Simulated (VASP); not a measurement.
Set up this calculation in VASP 6.6.1, as the native input.

```
Task                   : single point
Functional             : PBE
Potentials or basis    : VASP PAW PBE potentials, release 64 (Al, Ni)
Cutoff                 : 520 eV
k mesh                 : 16 × 16 × 16
Occupations            : gaussian, width 0.15 eV
Spin                   : no spin polarisation
Dipole correction      : no
Further INCAR settings : ALGO = Fast; EDIFF = 1e-06; NBANDS = 14
```

The structure of AlNi lies in POSCAR:

```
AlNi
1.0
    2.7657600000      0.0000000000      0.0000000000
    0.0000000000      2.7657600000      0.0000000000
    0.0000000000      0.0000000000      2.7657600000
Al Ni
1 1
Direct
    0.0000000000      0.0000000000      0.0000000000
    0.5000000000      0.5000000000      0.5000000000
```

This cell differs from its parent crystal: strain -0.040 along x and y, -0.040 along z.

The input as run:

INCAR

```
SYSTEM = AlNi
  PREC = Accurate
  ENCUT = 520
  EDIFF = 1E-6
  ISMEAR = 0
  SIGMA = 0.15
  LREAL = .False.
  LASPH = .True.
  NELM = 100
  ALGO = Fast
  ISIF = 2
  LWAVE = .False.
  LCHARG = .True.
  GGA = PE
  LELF = .True.
  LVHAR = .True.
  NBANDS = 14
```

KPOINTS

```
Automatic mesh
0
Gamma
  16 16 16
  0 0 0
```

Potentials or basis: VASP PAW PBE potentials, release 64 (Al, Ni).

Run with:

```bash
$ cat potpaw_PBE.64/Al/POTCAR potpaw_PBE.64/Ni/POTCAR > POTCAR
$ mpirun -np 1 vasp_std > vasp.out
```

Results of the run:

The pressure is 28.9 GPa.

Caveat: the cell differs from its parent crystal (strain -0.040 along x and y, -0.040 along z).

It took 19 s on 1 thread of Intel(R) Xeon(R) 6975P-C (Granite Rapids) (shared host), peak memory 0.17 GiB.
